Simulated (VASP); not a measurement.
Write the native input for VASP 6.6.1 that does the following.

```yaml
Task: single point
Functional: PBE
Potentials_or_basis: VASP PAW PBE potentials, release 64 (Li_sv)
Cutoff: 520 eV
k_mesh: 6 × 6 × 10
Occupations: gaussian, width 0.1 eV
Spin: no spin polarisation
Dipole_correction: no
Further_INCAR_settings: ALGO = Normal; EDIFF = 1e-06; NBANDS = 22
```

The structure of Li lies in POSCAR:

```
Li
1.0
    6.1505566568      0.0000000000      0.0000000000
    0.0000000000      6.1505566568      0.0000000000
    0.0000000000      0.0000000000      4.2721003814
Li
8
Direct
    0.4999958512      0.7499721789      0.0000000000
    0.5000041488      0.2500278211      0.0000000000
    0.7499721789      0.5000041488      0.5000000000
    0.2500278211      0.4999958512      0.5000000000
    0.9999958512      0.7500278211      0.0000000000
    0.0000041488      0.2499721789      0.0000000000
    0.7500278211      0.0000041488      0.5000000000
    0.2499721789      0.9999958512      0.5000000000
```

One way to write it, as run:

INCAR

```
  ALGO = Normal
  EDIFF = 1E-6
  ENCUT = 520
  GGA = PE
  ISIF = 2
  ISMEAR = 0
  LASPH = True
  LCHARG = True
  LELF = True
  LREAL = False
  LVHAR = True
  LWAVE = False
  NBANDS = 22
  NELM = 100
  PREC = Accurate
  SIGMA = 0.1
```

KPOINTS

```
k-points
0
Gamma
  6 6 10
```

Potentials or basis: VASP PAW PBE potentials, release 64 (Li_sv).

Run with:

```console
$ cat potpaw_PBE.64/Li_sv/POTCAR > POTCAR
$ mpirun -np 1 vasp_std > vasp.out
```

Results of the run:

```
Band gap on the k mesh : zero (band 12 reaches 1.19 eV, above the bottom of band 13 at 0.04 eV)
```

It took 110 s on 1 thread of Intel(R) Xeon(R) Platinum 8488C (Sapphire Rapids), with other jobs on the host, peak memory 0.32 GiB.
